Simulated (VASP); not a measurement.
Wanted: the native input for a VASP 6.6.1 run.

| Item | Value |
| --- | --- |
| Task | single point |
| Functional | PBE |
| Potentials or basis | VASP PAW PBE potentials, release 64 (Ga_d, P) |
| Cutoff | 500 eV |
| k mesh | 10 × 10 × 10 |
| Occupations | tetrahedron |
| Spin | no spin polarisation |
| Dipole correction | no |
| Further INCAR settings | ALGO = Normal; EDIFF = 1e-06; NBANDS = 16 |

The structure of GaP lies in POSCAR:

```
GaP
1.0
    0.0000000000      2.7252500963      2.7252500963
    2.7252500963      0.0000000000      2.7252500963
    2.7252500963      2.7252500963      0.0000000000
Ga P
1 1
Direct
    0.0000000000      0.0000000000      0.0000000000
    0.7500000000      0.7500000000      0.7500000000
```

These files were run (other wordings do the same):

INCAR

```
SYSTEM = GaP
PREC = Accurate
ENCUT = 500
EDIFF = 1E-6
ISMEAR = -5
SIGMA = 0.1
LREAL = .False.
LASPH = .True.
NELM = 120
ALGO = Normal
ISIF = 2
LWAVE = .False.
LCHARG = .False.
GGA = PE
NBANDS = 16
GGA_COMPAT = .False.
```

KPOINTS

```
Automatic mesh
0
Gamma
  10 10 10
  0 0 0
```

Potentials or basis: VASP PAW PBE potentials, release 64 (Ga_d, P).

The run is started by

```bash
$ cat potpaw_PBE.64/Ga_d/POTCAR potpaw_PBE.64/P/POTCAR > POTCAR
$ mpirun -np 1 vasp_std > vasp.out
```

Results of the run:

```
Pressure               : 2.4 GPa
Band gap on the k mesh : 1.60 eV, indirect (least direct gap 1.83 eV)
```

Wall time 55 s on 1 thread of Intel Xeon 8259CL (shared host), peak memory 0.17 GiB.
